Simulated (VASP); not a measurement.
# C (P-1) in VASP: relaxation of cell and atoms with PBE

Aim: the relaxation of cell and atoms of C with PBE.

Program: VASP 6.6.1. These are calculated values, not measurements. Logs are shortened: lines on timing, memory, paths and dates and some standing lists are left out, and cuts for length are marked.

## Step 1: The cell of the first run

The typed cell holds 2 atoms: a = 2.573 Å, b = 2.573 Å, c = 2.573 Å, α = 60.00°, β = 60.00°, γ = 60.00°.

## Step 2: Relaxation of cell and atoms, PBE

The input, INCAR:

```
ALGO     = Normal         # electronic algorithm
EDIFF    = 1E-7           # SCF threshold, eV
EDIFFG   = -0.01          # ionic threshold
ENCUT    = 600            # plane-wave cutoff, eV
GGA      = PE             # functional
GGA_COMPAT= False        
IBRION   = 2              # ionic algorithm
ISIF     = 3              # what is computed and relaxed
ISMEAR   = 0              # smearing method
LASPH    = True           # aspherical terms in the spheres
LCHARG   = False          # write CHGCAR
LREAL    = False          # projectors in reciprocal space
LWAVE    = False          # write WAVECAR
NELM     = 120            # most SCF steps
NELMIN   = 4            
NSW      = 80             # ionic steps
PREC     = Accurate       # precision mode
SIGMA    = 0.01           # smearing width, eV
```

The input, KPOINTS:

```
k-points
0
Gamma
  4 4 4
```

The input, POSCAR:

```
C
1.0
    0.0000000000      1.8191700000      1.8191700000
    1.8191700000      0.0000000000      1.8191700000
    1.8191700000      1.8191700000      0.0000000000
C
2
Direct
    0.0054729970      0.0019345820      0.0001899940
    0.2825065570      0.2308124010      0.2550708950
```

Potentials or basis: VASP PAW PBE potentials, release 64 (C).

Started as:

```bash
$ cat potpaw_PBE.64/C/POTCAR > POTCAR
$ mpirun -np 1 vasp_std > vasp.out
```

OUTCAR:

```text
EDIFF = 1E-7
   EDIFFG = -0.01
   ENCUT = 600
   GGA = PE
   IBRION = 2
   ISIF = 3
   ISMEAR = 0
   LASPH = True
   LREAL = False
   NELM = 120
   NELMIN = 4
   NSW = 80
   PREC = Accurate

 ion  position               nearest neighbor table
   1  0.005  0.002  0.000-   2 1.52   2 1.57   2 1.60   2 1.62
   2  0.283  0.231  0.255-   1 1.52   1 1.57   1 1.60   1 1.62

  LATTYP: Found a face centered cubic cell.
 ALAT       =     3.6383400000

  Lattice vectors:

 A1 = (   0.0000000000,   1.8191700000,   1.8191700000)
 A2 = (   1.8191700000,   0.0000000000,   1.8191700000)
 A3 = (   1.8191700000,   1.8191700000,   0.0000000000)

Analysis of symmetry for initial positions (statically):
=====================================================================
 Subroutine PRICEL returns:
 Original cell was already a primitive cell.

 Routine SETGRP: Setting up the symmetry group for a
 face centered cubic supercell.

 Subroutine GETGRP returns: Found  2 space group operations
 (whereof  1 operations were pure point group operations)
 out of a pool of 48 trial point group operations.

The static configuration has the point symmetry C_1 .
 The point group associated with its full space group is S_2 .

Analysis of symmetry for dynamics (positions and initial velocities):
=====================================================================
 Subroutine PRICEL returns:
 Original cell was already a primitive cell.

 Routine SETGRP: Setting up the symmetry group for a
 face centered cubic supercell.

 Subroutine GETGRP returns: Found  2 space group operations
 (whereof  1 operations were pure point group operations)
 out of a pool of 48 trial point group operations.

The dynamic configuration has the point symmetry C_1 .
 The point group associated with its full space group is S_2 .

 Subroutine INISYM returns: Found  2 space group operations
 (whereof  1 operations are pure point group operations),
 and found     1 'primitive' translations

----------------------------------------------------------------------------------------

                                     Primitive cell

  volume of cell :      12.0406

  direct lattice vectors                    reciprocal lattice vectors
     0.000000000  1.819170000  1.819170000    -0.274850619  0.274850619  0.274850619
     1.819170000  0.000000000  1.819170000     0.274850619 -0.274850619  0.274850619
     1.819170000  1.819170000  0.000000000     0.274850619  0.274850619 -0.274850619

  length of vectors
     2.572694886  2.572694886  2.572694886     0.476055236  0.476055236  0.476055236

  position of ions in fractional coordinates (direct lattice)
     0.005472997  0.001934582  0.000189994
     0.282506557  0.230812401  0.255070895

  ion indices of the primitive-cell ions
   primitive index   ion index
                 1           1
                 2           2

----------------------------------------------------------------------------------------

 KPOINTS: k-points

Automatic generation of k-mesh.
 Grid dimensions read from file:
 generate k-points for:    4    4    4

 Generating k-lattice:

  Cartesian coordinates                     Fractional coordinates (reciprocal lattice)
    -0.068712655  0.068712655  0.068712655     0.250000000  0.000000000  0.000000000
     0.068712655 -0.068712655  0.068712655     0.000000000  0.250000000  0.000000000
     0.068712655  0.068712655 -0.068712655     0.000000000  0.000000000  0.250000000

  Length of vectors
     0.119013809  0.119013809  0.119013809

  Shift w.r.t. Gamma in fractional coordinates (k-lattice)
     0.000000000  0.000000000  0.000000000

 Subroutine IBZKPT returns following result:
 ===========================================

 Found     36 irreducible k-points:

 Following reciprocal coordinates:
            Coordinates               Weight
  0.000000  0.000000  0.000000      1.000000
  0.250000  0.000000  0.000000      2.000000
  0.000000  0.250000  0.000000      2.000000
  0.000000  0.000000  0.250000      2.000000
  0.250000  0.250000  0.250000      2.000000
  0.500000  0.000000  0.000000      1.000000
[... 16 lines left out ...]
  0.250000  0.500000  0.500000      2.000000
  0.500000  0.000000  0.250000      2.000000
 [... further k-points ...]
   k-points           NKPTS =     36   k-points in BZ     NKDIM =     36   number of bands    NBANDS=      8
   number of dos      NEDOS =    301   number of ions     NIONS =      2
   total plane-waves  NPLWV =  13824
   dimension x,y,z NGX =    24 NGY =   24 NGZ =   24
   dimension x,y,z NGXF=    48 NGYF=   48 NGZF=   48
   ions per type =               2
   NGX,Y,Z   is equivalent  to a cutoff of  15.51, 15.51, 15.51 a.u.
   NGXF,Y,Z  is equivalent  to a cutoff of  31.02, 31.02, 31.02 a.u.
 SYSTEM =  unknown system
   PREC   = accura    normal or accurate (medium, high low for compatibility)
   ISTART =      0    job   : 0-new  1-cont  2-samecut
   ICHARG =      2    charge: 1-file 2-atom 10-const
   ISPIN  =      1    spin polarized calculation?
   LNONCOLLINEAR =      F non collinear calculations
   LSORBIT =      F    spin-orbit coupling
   LASPH  =      T    aspherical Exc in radial PAW
   ENCUT  =  600.0 eV  44.10 Ry    6.64 a.u.   5.14  5.14  5.14*2*pi/ulx,y,z
   NELM   =    120;   NELMIN=  4; NELMDL= -5     # of ELM steps
   EDIFF  = 0.1E-06   stopping-criterion for ELM
   LREAL  =      F    real-space projection
   EDIFFG = -.1E-01   stopping-criterion for IOM
   NSW    =     80    number of steps for IOM
   IBRION =      2    ionic relax: 0-MD 1-quasi-New 2-CG
   NFREE  =      1    steps in history (QN), initial steepest desc. (CG)
   ISIF   =      3    stress and relaxation
   ISYM   =      2    0-nonsym 1-usesym 2-fastsym
   POTIM  = 0.5000    time-step for ionic-motion
   TEBEG  =    0.0;   TEEND  =   0.0 temperature during run
   PSTRESS=    0.0 pullay stress
   NELECT =       8.0000    total number of electrons
   NUPDOWN=      -1.0000    fix difference up-down
   EMIN   =  10.00;   EMAX   =-10.00  energy-range for DOS
   EFERMI =   0.00;   METHOD = LEGACY
   ISMEAR =     0;   SIGMA  =   0.01  broadening in eV -4-tet -1-fermi 0-gaus
   EFERMI_NEDOS =   21; number of points for ismear=-14 and -15
   IALGO  =     38    algorithm
   IMIX   =      4    mixing-type and parameters
     AMIX     =   0.40;   BMIX     =  1.00
     AMIX_MAG =   1.60;   BMIX_MAG =  1.00
  volume/ion in A,a.u.               =       6.02        40.63
  Fermi-wavevector in a.u.,A,eV,Ry     =   1.428526  2.699523 27.765234  2.040687
  Thomas-Fermi vector in A             =   2.548578
   LORBIT       =      0    0 simple, 1 ext, 2 COOP (PROOUT), +10 PAW based schemes
   GGA     = PE    functional components
   LHFCALC =     F    Hartree Fock is set to
   AEXX    =    0.0000 exact exchange contribution
   IVDW    =     0    specifies the selected vdW correction
   LEPSILON=     F    determine dielectric tensor
   LRPA    =     F    only Hartree local field effects (RPA)
 conjugate gradient relaxation of ions
 non-spin polarized calculation
 Gauss-broadening in eV      SIGMA  =   0.01
  energy-cutoff  :      600.00
  volume of cell :       12.04
 maximum number of plane-waves:       415
 NGX is ok and might be reduce to    24
   NGX = 11   NGY = 11   NGZ = 11

--------------------------------------- Ionic step        1  -------------------------------------------

 number of electron       8.0000000 magnetization

 Free energy of the ion-electron system (eV)
  ---------------------------------------------------
  ext. energy  EPLUGINS =         0.00000000
  ---------------------------------------------------
  free energy    TOTEN  =       -17.94131912 eV

  energy without entropy =      -17.94131912  energy(sigma->0) =      -17.94131912

------------------------ aborting loop because EDIFF is reached ----------------------------------------

  FORCE on cell =-STRESS in cart. coord.  units (eV):
  Direction    XX          YY          ZZ          XY          YZ          ZX
  --------------------------------------------------------------------------------------
  -------------------------------------------------------------------------------------
  Total       -1.4571473     -1.4876245     -1.4474644     -0.0804665      0.0358157     -0.0272788
  in kB     -193.8939195   -197.9493400   -192.6054749    -10.7071951      4.7657771     -3.6298283
  external PRESSURE =    -194.8162448 kB  Pullay stress =       0.0000000 kB
[... 131 lines left out ...]
--------------------------------------- Ionic step        5  -------------------------------------------

 number of electron       8.0000000 magnetization

 E-fermi :  10.2668     XC(G=0): -13.3013

 val. band max:       10.1232404193   @ k =   0.0000   0.0000   0.0000
 cond. band min:      14.4067181906   @ k =   0.0000   0.2500   0.2500
 fundamental gap:      4.2834777714
 Fermi energy:        10.2667509533

 k-point     1 :       0.0000    0.0000    0.0000
  band No.  band energies     occupation
      1     -11.7157      2.00000
      2       9.7576      2.00000
      3       9.9585      2.00000
      4      10.1232      2.00000
      5      15.3897      0.00000
      6      15.5458      0.00000
      7      15.7536      0.00000
      8      23.5718      0.00000
[... 243 lines left out ...]
 k-point    24 :       0.5000    0.0000    0.2500
  band No.  band energies     occupation
      1      -5.6149      2.00000
      2      -1.0062      2.00000
      3       3.1943      2.00000
      4       4.9920      2.00000
      5      16.0323      0.00000
      6      21.4806      0.00000
      7      22.9409      0.00000
      8      23.4294      0.00000

 [... further k-points ...]
[... 5 lines left out ...]
  --------------------------------------------------------------------------------------
  -------------------------------------------------------------------------------------
  Total        0.6045305      0.6003957      0.6044425     -0.0908514      0.0404168     -0.0269423
  in kB       86.4825186     85.8910061     86.4699265    -12.9969553      5.7819211     -3.8543002
  external PRESSURE =      86.2811504 kB  Pullay stress =       0.0000000 kB
[... 95 lines left out ...]
--------------------------------------- Ionic step        8  -------------------------------------------

 number of electron       8.0000000 magnetization

 Free energy of the ion-electron system (eV)
  ---------------------------------------------------
  ext. energy  EPLUGINS =         0.00000000
  ---------------------------------------------------
  free energy    TOTEN  =       -18.06081084 eV

  energy without entropy =      -18.06081084  energy(sigma->0) =      -18.06081084

 E-fermi :   9.7320     XC(G=0): -13.2045

 val. band max:        9.6679082642   @ k =   0.0000   0.0000   0.0000
 cond. band min:      14.0827033683   @ k =   0.2500   0.0000   0.2500
 fundamental gap:      4.4147951040
 Fermi energy:         9.7320253216

 k-point     1 :       0.0000    0.0000    0.0000
  band No.  band energies     occupation
      1     -11.7350      2.00000
      2       9.6651      2.00000
      3       9.6674      2.00000
      4       9.6679      2.00000
      5      15.2291      0.00000
      6      15.2318      0.00000
      7      15.2338      0.00000
      8      22.8503      0.00000
[... 243 lines left out ...]
 k-point    24 :       0.5000    0.0000    0.2500
  band No.  band energies     occupation
      1      -5.7416      2.00000
      2      -1.0809      2.00000
      3       2.9548      2.00000
      4       4.8153      2.00000
      5      15.7121      0.00000
      6      21.0424      0.00000
      7      22.4097      0.00000
      8      22.9078      0.00000

 [... further k-points ...]
[... 5 lines left out ...]
  --------------------------------------------------------------------------------------
  -------------------------------------------------------------------------------------
  Total       -0.0051234     -0.0011946     -0.0062271      0.0055630     -0.0007117     -0.0019993
  in kB       -0.7189634     -0.1676340     -0.8738501      0.7806527     -0.0998693     -0.2805655
  external PRESSURE =      -0.5868158 kB  Pullay stress =       0.0000000 kB
[... 17 lines left out ...]
  FREE ENERGIE OF THE ION-ELECTRON SYSTEM (eV)
  ---------------------------------------------------
  free  energy   TOTEN  =       -18.0608108367 eV

  energy  without entropy=      -18.0608108367  energy(sigma->0) =      -18.06081084

 reached required accuracy - stopping structural energy minimisation
```

Run time: 32 s. Hardware: 1 thread of Intel Xeon 8259CL, shared host; peak memory 0.13 GiB.

What came out:

```
Free energy                            : -18.0608 eV
Relaxed volume                         : 5.71 Å³/atom
Relaxed cell                           : a = 2.528 Å, b = 2.528 Å, c = 2.527 Å, α = 60.00°, β = 60.00°, γ = 60.00°
Space group after relaxing (to 0.05 Å) : Fd-3m (No. 227)
Energy gained by relaxing              : 59.7 meV/atom
Ionic steps                            : 8
Pressure after relaxing                : -0.1 GPa
Largest force after relaxing           : 0.003 eV/Å
Band gap on the k mesh                 : 4.41 eV, indirect (least direct gap 5.56 eV)
```

Forces in eV/Å, atoms in the order of the input:
```
C   -0.002  0.002  0.001
C    0.002 -0.002 -0.001
```

The path:
| step | energy change (eV) | largest force (eV/Å) | pressure (GPa) | volume (Å³) |
| --- | --- | --- | --- | --- |
| 1 | 0.0000 | 2.3658 | -19.48 | 12.04 |
| 2 | 0.3947 | 5.6365 | 35.23 | 10.81 |
| 3 | -0.1135 | 0.2146 | -7.80 | 11.63 |
| 4 | -0.1138 | 0.2992 | -7.11 | 11.61 |
| 5 | -0.1109 | 0.4781 | 8.63 | 11.20 |
| 6 | -0.1194 | 0.0864 | -0.30 | 11.42 |
| 7 | -0.1192 | 0.1580 | 0.39 | 11.41 |
| 8 | -0.1195 | 0.0033 | -0.06 | 11.42 |

Final structure:
```cif
data_structure
_symmetry_space_group_name_H-M 'P 1'
_symmetry_Int_Tables_number 1
_cell_length_a 2.5275
_cell_length_b 2.5276
_cell_length_c 2.5273
_cell_angle_alpha 60.000
_cell_angle_beta 60.003
_cell_angle_gamma 60.002
_cell_volume 11.42
loop_
_atom_site_label
_atom_site_type_symbol
_atom_site_fract_x
_atom_site_fract_y
_atom_site_fract_z
_atom_site_occupancy
C1 C 0.01897 0.99138 0.00263 1
C2 C 0.26901 0.24136 0.25263 1
```

Caveat: the k points lie up to 0.76 Å⁻¹ apart in the final cell. A k mesh can miss the band edges.
